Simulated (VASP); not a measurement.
## CdSe: single point with PBE

Crystal: CdSe.

```xyz
4
Lattice="4.5144 0.0000 0.0000 -2.2572 3.9095 0.0000 0.0000 0.0000 7.3597" Properties=species:S:1:pos:R:3 pbc="T T T"
Cd    0.0000    2.6064   -0.0048
Cd    2.2572    1.3032    3.6751
Se    0.0000    2.6064    2.7647
Se    2.2572    1.3032    6.4445
```

This cell differs from its parent crystal: strain +4.0%.

```json
{"Program": "VASP 6.6.1", "Task": "single point", "Functional": "PBE", "Potentials or basis": "VASP PAW PBE potentials, release 64 (Cd, Se)", "Cutoff": "520 eV", "k mesh": "12 × 12 × 4", "Occupations": "fermi-dirac, width 0.02 eV", "Spin": "no spin polarisation"}
```

```
Pressure               : -3.0 GPa
Band gap on the k mesh : 0.35 eV
```

Forces in eV/Å, atoms in the order of the input:
```
Cd   0.000  0.000  0.003
Cd   0.000  0.000  0.003
Se   0.000  0.000 -0.003
Se   0.000  0.000 -0.003
```

Levels at points of the mesh, in eV from the valence-band top:
| k point | band 16 | band 17 | band 18 | band 19 | band 20 | band 21 |
| --- | --- | --- | --- | --- | --- | --- |
| (0.00, 0.00, 0.00) | -0.03 | 0.00 | 0.00 | 0.35 | 2.02 | 5.82 |
| (0.50, 0.00, 0.00) | -1.42 | -1.00 | -0.58 | 2.89 | 3.27 | 4.80 |
| (0.00, 0.00, 0.50) | -0.30 | -0.30 | -0.30 | 2.07 | 2.07 | 5.62 |
| (0.50, 0.00, 0.50) | -1.05 | -1.03 | -1.03 | 2.81 | 2.81 | 4.79 |

Run time: 94 s on 1 thread of AMD EPYC 9R45 96-Core Processor (Zen 5), with other jobs on the host, peak memory 0.32 GiB.

Caveat: the cell differs from its parent crystal (strain +4.0%); the cell stands under tension; semilocal functionals underestimate gaps, and a narrow one can read as zero.
